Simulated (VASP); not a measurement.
# C (P6/mmm) in VASP: further runs

Runs on C. Level: r2SCAN. Tasks: single point.

All numbers are computed with VASP 6.6.1; they aren't measurements. Logs are shortened: lines on timing, memory, paths and dates and some standing lists are left out, and cuts for length are marked.

### Step 1. The cell of the first run

Symmetry: P6/mmm, No. 191, hexagonal system. Conventional cell: a = 2.439 Å, b = 2.439 Å, c = 3.237 Å, α = 90.00°, β = 90.00°, γ = 120.00°. Within 1.9 Å of C (site symmetry -6m2) lie 3 C at 1.41 Å.

### Step 2. Single point, r2SCAN

POSCAR reads:

```
C
1.0
    2.4392419940      0.0000000000      0.0000000000
   -1.2196209970      2.1124455328      0.0000000000
    0.0000000000      0.0000000000      3.2366832785
C
2
Direct
    0.3333333333      0.6666666667      0.0000000000
    0.6666666667      0.3333333333      0.0000000000
```

INCAR.step1 reads:

```
SYSTEM = C
PREC = Accurate
ENCUT = 520
ISMEAR = 1
SIGMA = 0.15
LREAL = .FALSE.
LASPH = .TRUE.
NELM = 100
NBANDS = 11
GGA = PE
ALGO = Normal
EDIFF = 1E-4
LWAVE = .TRUE.
LCHARG = .FALSE.
```

INCAR.step2 reads:

```
SYSTEM = C
PREC = Accurate
ENCUT = 520
EDIFF = 1E-6
ISMEAR = 1
SIGMA = 0.15
LREAL = .FALSE.
LASPH = .TRUE.
NELM = 100
ALGO = Normal
ISIF = 2
LWAVE = .FALSE.
LCHARG = .FALSE.
METAGGA = R2SCAN
LMIXTAU = .TRUE.
NBANDS = 11
ISTART = 1
```

KPOINTS reads:

```
regular mesh
0
G
  15 15 4
  0 0 0
```

Potentials or basis: VASP PAW PBE potentials, release 64 (C).

The run is started by

```bash
$ cat potpaw_PBE.64/C/POTCAR > POTCAR
$ cp INCAR.step1 INCAR
$ mpirun -np 1 vasp_std > vasp.out
$ cp INCAR.step2 INCAR
$ mpirun -np 1 vasp_std > vasp.out
```

OUTCAR:

```text
SYSTEM = C
   PREC = Accurate
   ENCUT = 520
   EDIFF = 1E-6
   ISMEAR = 1
   LREAL = .FALSE.
   LASPH = .TRUE.
   NELM = 100
   ISIF = 2
   METAGGA = R2SCAN
   ISTART = 1

 ion  position               nearest neighbor table
   1  0.333  0.667  0.000-   2 1.41   2 1.41   2 1.41
   2  0.667  0.333  0.000-   1 1.41   1 1.41   1 1.41

  LATTYP: Found a hexagonal cell.
 ALAT       =     2.4392419940
 C/A-ratio  =     1.3269217595

  Lattice vectors:

 A1 = (   2.4392419940,   0.0000000000,   0.0000000000)
 A2 = (  -1.2196209970,   2.1124455328,   0.0000000000)
 A3 = (   0.0000000000,   0.0000000000,   3.2366832785)

Analysis of symmetry for initial positions (statically):
=====================================================================
 Subroutine PRICEL returns:
 Original cell was already a primitive cell.

 Routine SETGRP: Setting up the symmetry group for a
 hexagonal supercell.

 Subroutine GETGRP returns: Found 24 space group operations
 (whereof 24 operations were pure point group operations)
 out of a pool of 24 trial point group operations.

The static configuration has the point symmetry D_6h.

Analysis of symmetry for dynamics (positions and initial velocities):
=====================================================================
 Subroutine PRICEL returns:
 Original cell was already a primitive cell.

 Routine SETGRP: Setting up the symmetry group for a
 hexagonal supercell.

 Subroutine GETGRP returns: Found 24 space group operations
 (whereof 24 operations were pure point group operations)
 out of a pool of 24 trial point group operations.

The dynamic configuration has the point symmetry D_6h.

 Subroutine INISYM returns: Found 24 space group operations
 (whereof 24 operations are pure point group operations),
 and found     1 'primitive' translations

----------------------------------------------------------------------------------------

                                     Primitive cell

  volume of cell :      16.6779

  direct lattice vectors                    reciprocal lattice vectors
     2.439241994  0.000000000  0.000000000     0.409963424  0.236692493  0.000000000
    -1.219620997  2.112445533  0.000000000     0.000000000  0.473384986  0.000000000
     0.000000000  0.000000000  3.236683279     0.000000000  0.000000000  0.308958250

  length of vectors
     2.439241994  2.439241994  3.236683279     0.473384986  0.473384986  0.308958250

  position of ions in fractional coordinates (direct lattice)
     0.333333333  0.666666667  0.000000000
     0.666666667  0.333333333  0.000000000

  ion indices of the primitive-cell ions
   primitive index   ion index
                 1           1
                 2           2

----------------------------------------------------------------------------------------

 KPOINTS: regular mesh

Automatic generation of k-mesh.
 Grid dimensions read from file:
 generate k-points for:   15   15    4

 Generating k-lattice:

  Cartesian coordinates                     Fractional coordinates (reciprocal lattice)
     0.027330895  0.015779500  0.000000000     0.066666667 -0.000000000  0.000000000
     0.000000000  0.031558999  0.000000000     0.000000000  0.066666667  0.000000000
     0.000000000  0.000000000  0.077239562     0.000000000  0.000000000  0.250000000

  Length of vectors
     0.031558999  0.031558999  0.077239562

  Shift w.r.t. Gamma in fractional coordinates (k-lattice)
     0.000000000  0.000000000  0.000000000

 Subroutine IBZKPT returns following result:
 ===========================================

 Found     81 irreducible k-points:

 Following reciprocal coordinates:
            Coordinates               Weight
  0.000000  0.000000  0.000000      1.000000
  0.066667  0.000000  0.000000      6.000000
  0.133333  0.000000  0.000000      6.000000
  0.200000  0.000000  0.000000      6.000000
  0.266667  0.000000  0.000000      6.000000
  0.333333  0.000000  0.000000      6.000000
[... 16 lines left out ...]
  0.333333  0.200000  0.000000     12.000000
  0.400000  0.200000  0.000000      6.000000
 [... further k-points ...]
   k-points           NKPTS =     81   k-points in BZ     NKDIM =     81   number of bands    NBANDS=     11
   number of dos      NEDOS =    301   number of ions     NIONS =      2
   total plane-waves  NPLWV =   7776
   dimension x,y,z NGX =    18 NGY =   18 NGZ =   24
   dimension x,y,z NGXF=    36 NGYF=   36 NGZF=   48
   ions per type =               2
   NGX,Y,Z   is equivalent  to a cutoff of  12.27, 12.27, 12.33 a.u.
   NGXF,Y,Z  is equivalent  to a cutoff of  24.54, 24.54, 24.65 a.u.
 SYSTEM =  C
   PREC   = accura    normal or accurate (medium, high low for compatibility)
   ISTART =      1    job   : 0-new  1-cont  2-samecut
   ICHARG =      0    charge: 1-file 2-atom 10-const
   ISPIN  =      1    spin polarized calculation?
   LNONCOLLINEAR =      F non collinear calculations
   LSORBIT =      F    spin-orbit coupling
   LASPH  =      T    aspherical Exc in radial PAW
   ENCUT  =  520.0 eV  38.22 Ry    6.18 a.u.   4.54  4.54  6.02*2*pi/ulx,y,z
   NELM   =    100;   NELMIN=  2; NELMDL=  0     # of ELM steps
   EDIFF  = 0.1E-05   stopping-criterion for ELM
   LREAL  =      F    real-space projection
   EDIFFG = 0.1E-04   stopping-criterion for IOM
   NSW    =      0    number of steps for IOM
   IBRION =     -1    ionic relax: 0-MD 1-quasi-New 2-CG
   NFREE  =      0    steps in history (QN), initial steepest desc. (CG)
   ISIF   =      2    stress and relaxation
   ISYM   =      2    0-nonsym 1-usesym 2-fastsym
   POTIM  = 0.5000    time-step for ionic-motion
   TEBEG  =    0.0;   TEEND  =   0.0 temperature during run
   PSTRESS=    0.0 pullay stress
   NELECT =       8.0000    total number of electrons
   NUPDOWN=      -1.0000    fix difference up-down
   EMIN   =  10.00;   EMAX   =-10.00  energy-range for DOS
   EFERMI =   0.00;   METHOD = LEGACY
   ISMEAR =     1;   SIGMA  =   0.15  broadening in eV -4-tet -1-fermi 0-gaus
   EFERMI_NEDOS =   21; number of points for ismear=-14 and -15
   IALGO  =     38    algorithm
   IMIX   =      4    mixing-type and parameters
     AMIX     =   0.40;   BMIX     =  1.00
     AMIX_MAG =   1.60;   BMIX_MAG =  1.00
  volume/ion in A,a.u.               =       8.34        56.27
  Fermi-wavevector in a.u.,A,eV,Ry     =   1.281518  2.421717 22.344681  1.642288
  Thomas-Fermi vector in A             =   2.413883
   LORBIT       =      0    0 simple, 1 ext, 2 COOP (PROOUT), +10 PAW based schemes
   METAGGA = R2SCAN    functional components
   LHFCALC =     F    Hartree Fock is set to
   AEXX    =    0.0000 exact exchange contribution
   IVDW    =     0    specifies the selected vdW correction
   LEPSILON=     F    determine dielectric tensor
   LRPA    =     F    only Hartree local field effects (RPA)
 non-spin polarized calculation
 Methfessel and Paxton  Order N= 1 SIGMA  =   0.15
  energy-cutoff  :      520.00
  volume of cell :       16.68
 maximum number of plane-waves:       462
 NGX is ok and might be reduce to    18
   NGX =  9   NGY =  9   NGZ = 13

 number of electron       7.9999998 magnetization

 Free energy of the ion-electron system (eV)
  ---------------------------------------------------
  ext. energy  EPLUGINS =         0.00000000
  ---------------------------------------------------
  free energy    TOTEN  =       -19.81166488 eV

  energy without entropy =      -19.81155995  energy(sigma->0) =      -19.81162990

 E-fermi :   5.1518     XC(G=0): -11.4356

 val. band max:        4.9560795761   @ k =   0.3333   0.2667   0.0000
 cond. band min:       5.1604584419   @ k =   0.3333   0.3333   0.2500
 fundamental gap:      0.2043788657
 Fermi energy:         5.1517639588

 k-point     1 :       0.0000    0.0000    0.0000
  band No.  band energies     occupation
      1     -16.0192      2.00000
      2      -1.7790      2.00000
      3       1.9734      2.00000
      4       1.9734      2.00000
      5       9.8795      0.00000
      6      13.9899      0.00000
      7      13.9899      0.00000
      8      18.2707      0.00000
      9      18.6398      0.00000
     10      28.7355      0.00000
     11      34.3550      0.00000

 k-point     2 :       0.0667    0.0000    0.0000
  band No.  band energies     occupation
      1     -15.9050      2.00000
      2      -1.6483      2.00000
      3       1.5041      2.00000
      4       1.7275      2.00000
      5      10.0112      0.00000
      6      14.0513      0.00000
      7      14.4857      0.00000
      8      17.8804      0.00000
      9      18.8350      0.00000
     10      29.0717      0.00000
     11      33.8115      0.00000

 k-point     3 :       0.1333    0.0000    0.0000
  band No.  band energies     occupation
      1     -15.5634      2.00000
      2      -1.2586      2.00000
      3       0.2616      2.00000
      4       1.1069      2.00000
      5      10.4080      0.00000
      6      14.0789      0.00000
      7      15.8478      0.00000
      8      16.7995      0.00000
      9      19.4583      0.00000
     10      29.8491      0.00000
     11      32.2012      0.00000

 k-point     4 :       0.2000    0.0000    0.0000
  band No.  band energies     occupation
      1     -14.9966      2.00000
      2      -1.4353      2.00000
      3      -0.6184      2.00000
      4       0.3347      2.00000
      5      11.0690      0.00000
      6      13.9231      0.00000
      7      15.2299      0.00000
      8      17.8254      0.00000
      9      20.4030      0.00000
     10      30.1163      0.00000
     11      30.3478      0.00000

 k-point     5 :       0.2667    0.0000    0.0000
  band No.  band energies     occupation
      1     -14.2095      2.00000
      2      -3.3279      2.00000
      3      -0.4137      2.00000
      4       0.2543      2.00000
      5      11.9786      0.00000
      6      13.3853      0.00000
      7      13.6598      0.00000
      8      20.1843      0.00000
      9      21.2153      0.00000
     10      28.7448      0.00000
     11      29.0156      0.00000
[... 211 lines left out ...]
 k-point    21 :       0.2000    0.2000    0.0000
  band No.  band energies     occupation
      1     -12.9924      2.00000
      2      -4.4999      2.00000
      3      -2.8774      2.00000
      4       1.5815      2.00000
      5      11.3136      0.00000
      6      13.4685      0.00000
      7      16.5822      0.00000
      8      17.8479      0.00000
      9      24.4594      0.00000
     10      24.7851      0.00000
     11      27.4913      0.00000

 k-point    22 :       0.2667    0.2000    0.0000
  band No.  band energies     occupation
      1     -11.9119      2.00000
      2      -5.8987      2.00000
      3      -3.7665      2.00000
      4       2.7028      2.00000
      5       9.7591      0.00000
      6      14.7498      0.00000
      7      16.7574      0.00000
      8      18.7202      0.00000
      9      23.0438      0.00000
     10      24.8643      0.00000
     11      26.7093      0.00000

 k-point    23 :       0.3333    0.2000    0.0000
  band No.  band energies     occupation
      1     -10.6725      2.00000
      2      -7.4456      2.00000
      3      -4.2297      2.00000
      4       3.8544      2.00000
      5       8.3280      0.00000
      6      16.1519      0.00000
      7      16.6405      0.00000
      8      18.8982      0.00000
      9      22.1854      0.00000
     10      24.8573      0.00000
     11      26.6048      0.00000

 k-point    24 :       0.4000    0.2000    0.0000
  band No.  band energies     occupation
      1      -9.6798      2.00000
      2      -8.5579      2.00000
      3      -4.3739      2.00000
      4       4.4946      2.00000
      5       7.5909     -0.00000
      6      16.4479      0.00000
      7      17.6435      0.00000
      8      17.9187      0.00000
      9      21.8988      0.00000
     10      25.3825      0.00000
     11      26.5149      0.00000

 [... further k-points ...]

------------------------ aborting loop because EDIFF is reached ----------------------------------------

  FORCE on cell =-STRESS in cart. coord.  units (eV):
  Direction    XX          YY          ZZ          XY          YZ          ZX
  --------------------------------------------------------------------------------------
  -------------------------------------------------------------------------------------
  Total        0.9542858      0.9542858      0.8137164      0.0000000      0.0000000      0.0000000
  in kB       91.6744730     91.6744731     78.1705302      0.0000000      0.0000000      0.0000000
  external PRESSURE =      87.1731588 kB  Pullay stress =       0.0000000 kB

 VOLUME and BASIS-vectors are now :
 -----------------------------------------------------------------------------
  energy-cutoff  :      520.00
  volume of cell :       16.68
      direct lattice vectors                 reciprocal lattice vectors
     2.439241994  0.000000000  0.000000000     0.409963424  0.236692493  0.000000000
    -1.219620997  2.112445533  0.000000000     0.000000000  0.473384986  0.000000000
     0.000000000  0.000000000  3.236683279     0.000000000  0.000000000  0.308958250

 POSITION                                       TOTAL-FORCE (eV/Angst)
 -----------------------------------------------------------------------------------
     -0.00000      1.40830      0.00000         0.000000     -0.000000      0.000000
      1.21962      0.70415      0.00000        -0.000000      0.000000      0.000000
 -----------------------------------------------------------------------------------
    total drift:                                0.000000     -0.000000      0.000000

  FREE ENERGIE OF THE ION-ELECTRON SYSTEM (eV)
  ---------------------------------------------------
  free  energy   TOTEN  =       -19.8116648782 eV

  energy  without entropy=      -19.8115599461  energy(sigma->0) =      -19.81162990
```

Wall time 18 s (1 thread of Intel Xeon 6975P-C (Granite Rapids), shared host); peak memory 0.12 GiB.

Results:

```yaml
Free_energy: -19.8117 eV
Pressure: 8.7 GPa
Band_gap_on_the_k_mesh: zero (band 4 reaches 6.10 eV, above the bottom of band 5 at 4.36 eV)
```

Caveat: the k points lie up to 0.49 Å⁻¹ apart; the PAW data sets were made with another functional, which shifts forces and pressure a little.

(Continued in part 2 of 2.)
